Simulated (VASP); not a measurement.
B:

```
CELL_PARAMETERS angstrom
3.42455 0.00000 0.00000
-1.71228 2.96575 0.00000
0.00000 0.00000 2.26764
ATOMIC_POSITIONS crystal
B 0.50000 0.50000 0.00000
B 0.50000 0.00000 0.00000
B 0.00000 0.50000 0.00000
```

* Program: VASP 6.6.1
* Task: relaxation of cell and atoms
* Functional: PBE
* Potentials or basis: VASP PAW PBE potentials, release 64 (B)
* Cutoff: 600 eV
* k mesh: 18 × 18 × 20
* Occupations: gaussian, width 0.1 eV
* Spin: no spin polarisation

At the start: pressure 0.9 GPa; volume 7.68 Å³/atom.

**Question.** How do energy, volume and symmetry change on relaxing?

**Answer.** Over 5 steps the energy falls by 4.9 meV/atom and the volume is 7.88 Å³/atom (+2.7 %); space group P6/mmm (No. 191, to 0.05 Å).

Step by step:
| step | energy change (eV) | largest force (eV/Å) | pressure (GPa) | volume (Å³) |
| --- | --- | --- | --- | --- |
| 1 | 0.0000 | 0.0000 | 0.89 | 23.03 |
| 2 | -0.0101 | 0.0000 | 1.70 | 23.17 |
| 3 | -0.0123 | 0.0000 | 2.56 | 23.29 |
| 4 | -0.0138 | 0.0000 | -1.54 | 23.88 |
| 5 | -0.0147 | 0.0000 | 0.00 | 23.65 |

Final structure:
```
CELL_PARAMETERS angstrom
3.41155 0.00000 0.00000
-1.70577 2.95448 0.00000
0.00000 0.00000 2.34651
ATOMIC_POSITIONS crystal
B 0.50000 0.50000 0.00000
B 0.50000 0.00000 0.00000
B 0.00000 0.50000 0.00000
```
